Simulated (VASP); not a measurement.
Wanted: the native input for a VASP 6.6.1 run.

```yaml
Task: single point
Functional: PBE
Potentials_or_basis: VASP PAW PBE potentials, release 64 (Mg, Au)
Cutoff: 520 eV
k_mesh: 3 × 3 × 1
Occupations: gaussian, width 0.1 eV
Spin: no spin polarisation
Dipole_correction: no
Further_INCAR_settings: ALGO = Normal; EDIFF = 1e-06; NBANDS = 30
```

The structure of Mg12Au lies in POSCAR:

```
Mg12Au
1.0
    6.4200000000      0.0000000000      0.0000000000
    3.2100000000      5.5598830000      0.0000000000
    0.0000000000      0.0000000000     16.2130400000
Mg Au
12 1
Direct
    0.0000000000      0.0000000000      0.0616786858
    0.5000000000      0.0000000000      0.0616786858
   -0.0000000450      0.5000000899      0.0616786858
    0.4999999550      0.5000000899      0.0616786858
   -0.1694985281      0.3387145017      0.2207621149
    0.3347759055      0.3302706190      0.2185499450
   -0.1699645088      0.8396698276      0.2229985863
    0.3300109296      0.8396993246      0.2230754997
   -0.0093298985      0.0182439091      0.3903437603
    0.5088606171     -0.0181072156      0.3877743471
    0.0151116231      0.5044589967      0.3741834351
    0.4800965200      0.5042973027      0.3742759532
    0.7856695108      0.4285201685      0.4902567933
```

One way to write it, as run:

INCAR

```
SYSTEM = Mg12Au
  PREC = Accurate
  ENCUT = 520
  EDIFF = 1E-6
  ISMEAR = 0
  SIGMA = 0.1
  LREAL = .False.
  LASPH = .True.
  NELM = 60
  ALGO = Normal
  ISIF = 2
  LWAVE = .False.
  LCHARG = .True.
  GGA = PE
  LELF = .True.
  LVHAR = .True.
  NBANDS = 30
```

KPOINTS

```
Automatic mesh
0
Gamma
  3 3 1
  0 0 0
```

Potentials or basis: VASP PAW PBE potentials, release 64 (Mg, Au).

The run is started by

```sh
$ cat potpaw_PBE.64/Mg/POTCAR potpaw_PBE.64/Au/POTCAR > POTCAR
$ mpirun -np 1 vasp_std > vasp.out
```

Results of the run:

```json
{"Largest force": "0.131 eV/Å", "Band gap on the k mesh": "zero (an odd number of electrons rules out a gap without spin polarisation)"}
```

Caveat: the k points lie up to 0.38 Å⁻¹ apart, too coarse for converged energies and pressures of a metal; spin-orbit coupling is left out, which moves the levels of the heavy elements.

It took 2.3 min on 1 thread of Intel(R) Xeon(R) 6975P-C (Granite Rapids) (shared host), peak memory 0.61 GiB.
